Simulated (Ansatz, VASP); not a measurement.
Sn: VASP beside Ansatz

File INCAR:

```
  PREC = Accurate
  ENCUT = 520
  EDIFF = 1E-6
  ISMEAR = -1
  SIGMA = 0.05
  LREAL = False
  LASPH = True
  NELM = 60
  ALGO = Normal
  ISIF = 2
  LWAVE = False
  LCHARG = True
  GGA = CA
  LELF = True
  LVHAR = True
  NBANDS = 21
```

KPOINTS

```
regular mesh
0
Gamma
  15 15 15
```

File POSCAR:

```
Sn
1.0
   -2.9351608277      2.9351608277      1.6011844130
    2.9351608277     -2.9351608277      1.6011844130
    2.9351608277      2.9351608277     -1.6011844130
Sn
2
Direct
    0.0000000000      0.0000000000      0.0000000000
    0.7500000000      0.2500000000      0.5000000000
```

Input for Ansatz:

```yaml
crystal:
  lattice:
    - [-2.9351608277, 2.9351608277, 1.601184413]
    - [2.9351608277, -2.9351608277, 1.601184413]
    - [2.9351608277, 2.9351608277, -1.601184413]
  atoms:
    - { symbol: Sn, position: [0.0, 0.0, 0.0] }
    - { symbol: Sn, position: [0.75, 0.25, 0.5] }
kpoints:
  mp_grid: { grid: [15, 15, 15] }
  band_path:
    path:
      - [0.0, 0.0, 0.0]
      - [0.0, 0.0, 0.5]
      - [-0.5, 0.5, 0.5]
      - [0.0, 0.0, 0.0]
      - [0.3243975974, 0.3243975974, -0.3243975974]
      - [-0.3243975974, 0.6756024026, 0.3243975974]
      - [-0.5, 0.5, 0.5]
      - [0.0, 0.0, 0.5]
      - [0.25, 0.25, 0.25]
    npoints: 5
scf:
  occupations: { method: fermi_dirac, width: 0.05 }
hamiltonian:
  xc: lda
  pseudopotentials: { kind: all_electron, lapw: { basis_error: 0.0005 } }
output:
  forces: true
  stress: true
  eigenvalues: true
```

Change from the starting cell: volume scaled by 1.02.

Alike in both runs: task single point; functional LDA; k mesh 15 × 15 × 15; occupations fermi-dirac, width 0.05 eV; no spin polarisation.

|  | VASP | Ansatz |
| --- | --- | --- |
| version | VASP 6.6.1 | Ansatz 0.2.0 |
| potentials or method | VASP PAW LDA potentials, release 64 (Sn_d), cutoff 520 eV | all-electron LAPW, scalar-relativistic |

```csv
,VASP,Ansatz,Ansatz less VASP
pressure (GPa),-2.8,-2.7,+0.02
"traceless stress, the component that is largest in VASP (GPa)",-0.59,-0.61,-0.014
```

LDA's correlation is that of Perdew and Zunger in VASP and of Perdew and Wang (1992) in Ansatz. Ansatz ran all-electron here, and VASP with PAW potentials.
